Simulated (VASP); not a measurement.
Wanted: the native input for a VASP 6.6.1 run.

- Task: single point
- Functional: PBE
- Potentials or basis: VASP PAW PBE potentials, release 64 (W_sv, Se)
- Cutoff: 520 eV
- k mesh: 12 × 12 × 6
- Occupations: gaussian, width 0.1 eV
- Spin: collinear spin
- Starting moments: [1.0, -1.0, 0.0, 0.0] μB
- Dipole correction: no
- Further INCAR settings: ALGO = Fast; EDIFF = 1e-06; NBANDS = 32

The structure of WSe lies in POSCAR:

```
WSe
1.0
    0.0000000000      2.7610497160      2.7610497160
    5.5220994321      2.7610497160      2.7610497160
    5.5220994321      5.5220994321      0.0000000000
W Se
2 2
Direct
    1.0000000000      1.0000000000      1.0000000000
    1.0000000000      1.0000000000      0.5000000000
    0.2500000000      0.2500000000      0.0000000000
    0.2500000000      0.2500000000      0.5000000000
```

These files were run (other wordings do the same):

INCAR

```
PREC = Accurate
ENCUT = 520
EDIFF = 1E-6
ISMEAR = 0
SIGMA = 0.1
LREAL = False
LASPH = True
NELM = 150
ALGO = Fast
ISIF = 2
LWAVE = False
LCHARG = False
ISPIN = 2
MAGMOM = 1 -1 0 0
LORBIT = 11
LMAXMIX = 4
GGA = PE
NBANDS = 32
```

KPOINTS

```
Automatic mesh
0
Gamma
  12 12 6
```

Potentials or basis: VASP PAW PBE potentials, release 64 (W_sv, Se).

Command:

```console
$ cat potpaw_PBE.64/W_sv/POTCAR potpaw_PBE.64/Se/POTCAR > POTCAR
$ mpirun -np 1 vasp_std > vasp.out
```

It gave:

The pressure is 10.3 GPa. The band gap on the k mesh is zero (filled and empty bands overlap). The net moment is 0.00 μB per cell. The valence electrons inside the program's atomic spheres are W 12.16; Se 4.09.

Caveat: the cell stands under pressure; spin-orbit coupling is left out, which moves the levels of the heavy elements.

Wall time 53 min on 1 thread of Oxide Virtual Turin-like Processor, with other jobs on the host, peak memory 0.59 GiB.
